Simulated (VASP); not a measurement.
Runs of VASP 6.6.1 on InC3S. The structure is that of space group Pm-3m (No. 221), or close to it. The cells are those of the table. 

```csv
task,cell,k mesh,cutoff (eV),k mesh for the DOS,occupations for the DOS,gap on the mesh (eV),pressure (GPa),relaxed volume (Å³/atom)
relaxation of cell and atoms,"relaxed from a = 4.424 Å, 5 atoms",4 × 4 × 4,600,-,-,none,-0.2,10.51
relaxation of cell and atoms,"relaxed from a = 3.747 Å, 5 atoms",10 × 10 × 10,600,-,-,none,0.0,10.69
single point,"a = 3.767 Å, 5 atoms",10 × 10 × 10,520,-,-,none,-0.1,-
single point,"a = 3.747 Å, 5 atoms",4 × 4 × 4,520,-,-,none,(a),-
```

Alike in all rows: level PBE; potentials or basis VASP PAW PBE potentials, release 64 (In_d, C, S); no spin polarisation; smearing gaussian 0.1 eV.

Question: Estimate the missing entries.

Answer: (a) -0.5.

Caveats: some runs use coarse meshes; spin-orbit coupling is left out, which moves the levels of the heavy elements; the volume moved by over 15 % at a fixed basis, so the end points are rough (some runs).

A k mesh can miss the band edges, and the runs leave out spin-orbit coupling on In.

A gap of «none» marks levels without a gap at the run's occupations.
